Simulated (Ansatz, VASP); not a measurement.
# Two plane-wave programs on CF4

```
CELL_PARAMETERS angstrom
8.35104 0.00000 0.00000
0.00000 8.35104 0.00000
0.00000 0.00000 8.35104
ATOMIC_POSITIONS crystal
C 0.69916 0.47013 0.31723
C 0.06642 0.03807 0.89471
C 0.27121 0.57679 0.68787
C 0.52433 0.01163 0.53366
C 0.99439 0.91597 0.38843
C 0.57591 0.97480 0.07012
C 0.23762 0.44813 0.15903
C 0.80816 0.57546 0.81449
F 0.63147 0.41556 0.18499
F 0.85589 0.44860 0.30976
F 0.66777 0.62490 0.33173
F 0.64172 0.39165 0.44263
F 0.12605 0.18469 0.89176
F 0.12162 0.95653 0.77107
F 0.11005 0.96542 0.02852
F 0.90832 0.04652 0.88736
F 0.33593 0.66301 0.80472
F 0.17301 0.46907 0.75043
F 0.18997 0.67182 0.59046
F 0.38516 0.50257 0.60569
F 0.62959 0.09698 0.61701
F 0.43489 0.92490 0.63139
F 0.43181 0.10977 0.44984
F 0.60158 0.91359 0.43586
F 0.91692 0.86899 0.51844
F 0.89985 0.00848 0.30077
F 0.12300 0.99836 0.43019
F 0.03730 0.78862 0.30407
F 0.67541 0.85310 0.08896
F 0.44079 0.94543 0.14758
F 0.64225 0.10709 0.12624
F 0.54414 0.99376 0.91621
F 0.32193 0.53901 0.25806
F 0.15767 0.33880 0.24223
F 0.13604 0.53977 0.07937
F 0.33553 0.37512 0.05734
F 0.84590 0.47767 0.93320
F 0.65052 0.59610 0.81023
F 0.87910 0.71587 0.83785
F 0.85643 0.51352 0.67639
```

Alike in both runs: functional r2SCAN; dispersion D3(BJ); k mesh 1 × 1 × 1; occupations fermi-dirac, width 0.02 eV; no spin polarisation.

Ansatz relaxed the structure, and its values are those at the end. VASP's run is a single point on that final structure, the one shown.

|  | VASP | Ansatz |
| --- | --- | --- |
| version | VASP 6.6.1 | Ansatz 0.2.0 |
| potentials or method | VASP PAW PBE potentials, release 64 (C, F), cutoff 520 eV | scalar-relativistic, plane waves, PAW |
| valence electrons in the cell | 256 | 256 |

```csv
,VASP,Ansatz,Ansatz less VASP
rms of the force components (eV/Å),0.261,0.075,-0.1857
```

VASP's potentials were made for PBE, not for r2SCAN. One of these differences is far larger than is usual between the two programs; its cause wasn't traced. Ansatz's warnings: dispersion damping borrowed.
